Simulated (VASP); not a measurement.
## AlNi3: single point with PBE

Crystal: AlNi3.

```
CELL_PARAMETERS angstrom
3.54265 0.00000 0.00000
0.00000 3.54265 0.00000
0.00000 0.00000 3.54265
ATOMIC_POSITIONS crystal
Al 0.00000 0.00000 0.00000
Ni 0.00000 0.50000 0.50000
Ni 0.50000 0.00000 0.50000
Ni 0.50000 0.50000 0.00000
```

This cell differs from its parent crystal: volume scaled by 0.980.

```json
{
  "Program": "VASP 6.6.1",
  "Task": "single point",
  "Functional": "PBE",
  "Potentials or basis": "VASP PAW PBE potentials, release 64 (Al, Ni)",
  "Cutoff": "520 eV",
  "k mesh": "12 × 12 × 12",
  "Occupations": "gaussian, width 0.05 eV",
  "Spin": "collinear spin, ferromagnetic start",
  "Starting moments": "[0.0, 0.31, 0.31, 0.31] μB",
  "Dipole correction": "no",
  "Further INCAR settings": "ALGO = Fast; EDIFF = 1e-06; NBANDS = 28"
}
```

| Property | Result |
| --- | --- |
| Pressure | 3.9 GPa |
| Net moment | 0.72 μB per cell |
| Site moments | Al -0.01; Ni +0.26 μB |
| Valence electrons inside the program's atomic spheres | Al 0.81; Ni 9.42 |

Levels at points of the mesh, in eV from the Fermi level:
Spin up:
```
           k point  band 15  band 16  band 17  band 18  band 19  band 20
(0.00, 0.00, 0.00)    -0.10    -0.10     0.87     0.87     0.87     6.62
(0.50, 0.00, 0.00)    -1.07    -0.52    -0.10     5.55     5.55     5.62
(0.50, 0.50, 0.00)    -1.01    -0.99    -0.60     0.84     0.84     8.22
(0.50, 0.50, 0.50)    -1.09    -0.27    -0.27    -0.27    -0.19     3.45
```
Spin down:
```
           k point  band 12  band 13  band 14  band 15  band 16  band 17  band 18  band 19  band 20  band 21
(0.00, 0.00, 0.00)    -0.41     0.00     0.35     0.35     0.35     0.83     0.83     0.83     6.71     6.71
(0.50, 0.00, 0.00)    -1.05    -0.94    -0.94    -0.84    -0.34     0.35     5.61     5.61     5.67     5.67
(0.50, 0.50, 0.00)    -1.16    -1.16    -1.11    -0.80    -0.60    -0.46     1.13     1.13     8.25     8.26
(0.50, 0.50, 0.50)    -1.18    -1.18    -0.91    -0.91    -0.21     0.11     0.11     0.11     3.54     4.28
```

It took 6.5 min on 1 thread of Oxide Virtual Turin-like Processor, on a shared host, peak memory 0.24 GiB.
